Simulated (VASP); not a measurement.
# Si3Mo (I4/mmm) in VASP: a series of runs, part 2 of 2

VASP 6.6.1. The steps go on from the part before.

## Step 3: Single point, PBE

This run uses another cell than the first one, of 13.81 Å³/atom, 0.926 times its volume.

The input, INCAR:

```
  PREC = Accurate
  ENCUT = 520
  EDIFF = 1E-7
  ISMEAR = 0
  SIGMA = 0.1
  LREAL = F
  LASPH = T
  NELM = 80
  ALGO = Normal
  ISIF = 2
  LWAVE = F
  LCHARG = F
  GGA = PE
  NBANDS = 21
```

The input, KPOINTS:

```
regular mesh
0
Gamma
  18 18 18
```

The input, POSCAR:

```
Si3Mo
1.0
   -1.8816371830      1.8816371830      3.9013666115
    1.8816371830     -1.8816371830      3.9013666115
    1.8816371830      1.8816371830     -3.9013666115
Si Mo
3 1
Direct
    0.5000000000      0.5000000000      0.0000000000
    0.2500000000      0.7500000000      0.5000000000
    0.7500000000      0.2500000000      0.5000000000
    0.0000000000      0.0000000000      0.0000000000
```

Potentials or basis: VASP PAW PBE potentials, release 64 (Si, Mo_sv).

Command:

```
$ cat potpaw_PBE.64/Si/POTCAR potpaw_PBE.64/Mo_sv/POTCAR > POTCAR
$ mpirun -np 1 vasp_std > vasp.out
```

OUTCAR:

```text
PREC = Accurate
   ENCUT = 520
   EDIFF = 1E-7
   ISMEAR = 0
   LREAL = F
   LASPH = T
   NELM = 80
   ISIF = 2
   GGA = PE

 ion  position               nearest neighbor table
   1  0.500  0.500  0.000-   4 2.66   4 2.66   4 2.66   4 2.66   3 2.71   2 2.71   3 2.71   3 2.71
                             2 2.71   2 2.71   3 2.71   2 2.71
   2  0.250  0.750  0.500-   3 2.66   3 2.66   3 2.66   3 2.66   4 2.71   1 2.71   4 2.71   1 2.71
                             4 2.71   4 2.71   1 2.71   1 2.71
   3  0.750  0.250  0.500-   2 2.66   2 2.66   2 2.66   2 2.66   4 2.71   1 2.71   4 2.71   4 2.71
                             1 2.71   1 2.71   4 2.71   1 2.71
   4  0.000  0.000  0.000-   1 2.66   1 2.66   1 2.66   1 2.66   3 2.71   2 2.71   3 2.71   2 2.71
                             3 2.71   3 2.71   2 2.71   2 2.71

  LATTYP: Found a body centered tetragonal cell.
 ALAT       =     3.7632743660
 C/A-ratio  =     2.0733894115

  Lattice vectors:

 A1 = (  -1.8816371830,   1.8816371830,   3.9013666115)
 A2 = (   1.8816371830,  -1.8816371830,   3.9013666115)
 A3 = (   1.8816371830,   1.8816371830,  -3.9013666115)

Analysis of symmetry for initial positions (statically):
=====================================================================
 Subroutine PRICEL returns:
 Original cell was already a primitive cell.

 Routine SETGRP: Setting up the symmetry group for a
 body centered tetragonal supercell.

 Subroutine GETGRP returns: Found 16 space group operations
 (whereof 16 operations were pure point group operations)
 out of a pool of 16 trial point group operations.

The static configuration has the point symmetry D_4h.

Analysis of symmetry for dynamics (positions and initial velocities):
=====================================================================
 Subroutine PRICEL returns:
 Original cell was already a primitive cell.

 Routine SETGRP: Setting up the symmetry group for a
 body centered tetragonal supercell.

 Subroutine GETGRP returns: Found 16 space group operations
 (whereof 16 operations were pure point group operations)
 out of a pool of 16 trial point group operations.

The dynamic configuration has the point symmetry D_4h.

 Subroutine INISYM returns: Found 16 space group operations
 (whereof 16 operations are pure point group operations),
 and found     1 'primitive' translations

----------------------------------------------------------------------------------------

                                     Primitive cell

  volume of cell :      55.2521

  direct lattice vectors                    reciprocal lattice vectors
    -1.881637183  1.881637183  3.901366611     0.000000000  0.265726041  0.128160219
     1.881637183 -1.881637183  3.901366611     0.265726041  0.000000000  0.128160219
     1.881637183  1.881637183 -3.901366611     0.265726041  0.265726041  0.000000000

  length of vectors
     4.722475878  4.722475878  4.722475878     0.295017577  0.295017577  0.375793372

  position of ions in fractional coordinates (direct lattice)
     0.500000000  0.500000000  0.000000000
     0.250000000  0.750000000  0.500000000
     0.750000000  0.250000000  0.500000000
     0.000000000  0.000000000  0.000000000

  ion indices of the primitive-cell ions
   primitive index   ion index
                 1           1
[... 27 lines left out ...]

 Found    480 irreducible k-points:

 Following reciprocal coordinates:
            Coordinates               Weight
  0.000000  0.000000  0.000000      1.000000
  0.055556  0.000000 -0.000000      8.000000
  0.111111  0.000000 -0.000000      8.000000
  0.166667  0.000000 -0.000000      8.000000
  0.222222  0.000000 -0.000000      8.000000
  0.277778  0.000000 -0.000000      8.000000
[... 16 lines left out ...]
 -0.277778  0.055556  0.000000     16.000000
 -0.222222  0.055556  0.000000     16.000000
 [... further k-points ...]
   k-points           NKPTS =    480   k-points in BZ     NKDIM =    480   number of bands    NBANDS=     21
   number of dos      NEDOS =    301   number of ions     NIONS =      4
   total plane-waves  NPLWV =  46656
   dimension x,y,z NGX =    36 NGY =   36 NGZ =   36
   dimension x,y,z NGXF=    72 NGYF=   72 NGZF=   72
   ions per type =               3   1
   NGX,Y,Z   is equivalent  to a cutoff of  12.67, 12.67, 12.67 a.u.
   NGXF,Y,Z  is equivalent  to a cutoff of  25.35, 25.35, 25.35 a.u.
 SYSTEM =  unknown system
   PREC   = accura    normal or accurate (medium, high low for compatibility)
   ISTART =      0    job   : 0-new  1-cont  2-samecut
   ICHARG =      2    charge: 1-file 2-atom 10-const
   ISPIN  =      1    spin polarized calculation?
   LNONCOLLINEAR =      F non collinear calculations
   LSORBIT =      F    spin-orbit coupling
   LASPH  =      T    aspherical Exc in radial PAW
   ENCUT  =  520.0 eV  38.22 Ry    6.18 a.u.   8.78  8.78  8.78*2*pi/ulx,y,z
   NELM   =     80;   NELMIN=  2; NELMDL= -5     # of ELM steps
   EDIFF  = 0.1E-06   stopping-criterion for ELM
   LREAL  =      F    real-space projection
   EDIFFG = 0.1E-05   stopping-criterion for IOM
   NSW    =      0    number of steps for IOM
   IBRION =     -1    ionic relax: 0-MD 1-quasi-New 2-CG
   NFREE  =      0    steps in history (QN), initial steepest desc. (CG)
   ISIF   =      2    stress and relaxation
   ISYM   =      2    0-nonsym 1-usesym 2-fastsym
   POTIM  = 0.5000    time-step for ionic-motion
   TEBEG  =    0.0;   TEEND  =   0.0 temperature during run
   PSTRESS=    0.0 pullay stress
   NELECT =      26.0000    total number of electrons
   NUPDOWN=      -1.0000    fix difference up-down
   EMIN   =  10.00;   EMAX   =-10.00  energy-range for DOS
   EFERMI =   0.00;   METHOD = LEGACY
   ISMEAR =     0;   SIGMA  =   0.10  broadening in eV -4-tet -1-fermi 0-gaus
   EFERMI_NEDOS =   21; number of points for ismear=-14 and -15
   IALGO  =     38    algorithm
   IMIX   =      4    mixing-type and parameters
     AMIX     =   0.40;   BMIX     =  1.00
     AMIX_MAG =   1.60;   BMIX_MAG =  1.00
  volume/ion in A,a.u.               =      13.81        93.21
  Fermi-wavevector in a.u.,A,eV,Ry     =   1.273356  2.406294 22.060962  1.621435
  Thomas-Fermi vector in A             =   2.406184
   LORBIT       =      0    0 simple, 1 ext, 2 COOP (PROOUT), +10 PAW based schemes
   GGA     = PE    functional components
   LHFCALC =     F    Hartree Fock is set to
   AEXX    =    0.0000 exact exchange contribution
   IVDW    =     0    specifies the selected vdW correction
   LEPSILON=     F    determine dielectric tensor
   LRPA    =     F    only Hartree local field effects (RPA)
 non-spin polarized calculation
 Gauss-broadening in eV      SIGMA  =   0.10
  energy-cutoff  :      520.00
  volume of cell :       55.25
 maximum number of plane-waves:      1510
   NGX = 17   NGY = 17   NGZ = 17

 number of electron      26.0000000 magnetization

 Free energy of the ion-electron system (eV)
  ---------------------------------------------------
  ext. energy  EPLUGINS =         0.00000000
  ---------------------------------------------------
  free energy    TOTEN  =       -26.22687695 eV

  energy without entropy =      -26.20751965  energy(sigma->0) =      -26.21719830

 E-fermi :  11.8909     XC(G=0): -12.0639

 val. band max:       11.8900590004   @ k =   0.4444   0.2222   0.1111
 cond. band min:      11.8913928332   @ k =  -0.3889   0.3889   0.1111
 fundamental gap:      0.0013338328
 Fermi energy:        11.8909204730

 k-point     1 :       0.0000    0.0000    0.0000
  band No.  band energies     occupation
      1     -49.0345      2.00000
      2     -23.2046      2.00000
      3     -23.2046      2.00000
      4     -23.1802      2.00000
      5      -2.1240      2.00000
      6       5.8900      2.00000
[... 565 lines left out ...]
     20      17.1036      0.00000
     21      18.4812      0.00000

 [... further k-points ...]

------------------------ aborting loop because EDIFF is reached ----------------------------------------

  FORCE on cell =-STRESS in cart. coord.  units (eV):
  Direction    XX          YY          ZZ          XY          YZ          ZX
  --------------------------------------------------------------------------------------
  -------------------------------------------------------------------------------------
  Total        0.0195966      0.0195966      0.0207947      0.0000000      0.0000000      0.0000000
  in kB        0.5682544      0.5682544      0.6029951      0.0000000      0.0000000      0.0000000
  external PRESSURE =       0.5798347 kB  Pullay stress =       0.0000000 kB

 VOLUME and BASIS-vectors are now :
 -----------------------------------------------------------------------------
  energy-cutoff  :      520.00
  volume of cell :       55.25
      direct lattice vectors                 reciprocal lattice vectors
    -1.881637183  1.881637183  3.901366611     0.000000000  0.265726041  0.128160219
     1.881637183 -1.881637183  3.901366611     0.265726041  0.000000000  0.128160219
     1.881637183  1.881637183 -3.901366611     0.265726041  0.265726041  0.000000000

 POSITION                                       TOTAL-FORCE (eV/Angst)
 -----------------------------------------------------------------------------------
      0.00000      0.00000      3.90137         0.000000      0.000000     -0.000000
      1.88164      0.00000      1.95068        -0.000000     -0.000000      0.000000
      0.00000      1.88164      1.95068        -0.000000      0.000000     -0.000000
      0.00000      0.00000      0.00000         0.000000      0.000000     -0.000000
 -----------------------------------------------------------------------------------
    total drift:                               -0.000000      0.000000      0.000000

  FREE ENERGIE OF THE ION-ELECTRON SYSTEM (eV)
  ---------------------------------------------------
  free  energy   TOTEN  =       -26.2268769514 eV

  energy  without entropy=      -26.2075196483  energy(sigma->0) =      -26.21719830
```

Run time: 5.5 min. Hardware: 1 thread of Intel Xeon Platinum 8559C (Emerald Rapids), shared host; peak memory 0.59 GiB.

What came out:

| Item | Value |
| --- | --- |
| Free energy | -26.2269 eV |
| Pressure | 0.1 GPa |
| Band gap on the k mesh | zero (band 13 reaches 12.26 eV, above the bottom of band 14 at 10.77 eV) |

Levels at points of the mesh, in eV from the Fermi level:
```csv
k point,band 9,band 10,band 11,band 12,band 13,band 14,band 15,band 16,band 17,band 18
"(0.00, 0.00, 0.00)",-4.79,-4.54,-2.71,-1.45,-1.06,-1.06,0.77,2.37,2.81,2.81
"(0.50, 0.00, 0.00)",-4.53,-2.76,-2.25,-1.02,-0.25,-0.16,0.82,1.98,3.11,3.28
"(0.50, 0.50, 0.00)",-5.29,-4.93,-3.90,0.04,0.13,0.94,1.22,1.81,2.20,4.94
"(0.50, 0.50, 0.50)",-4.29,-2.60,-1.66,-1.66,-1.16,1.75,2.11,2.71,3.30,3.30
```
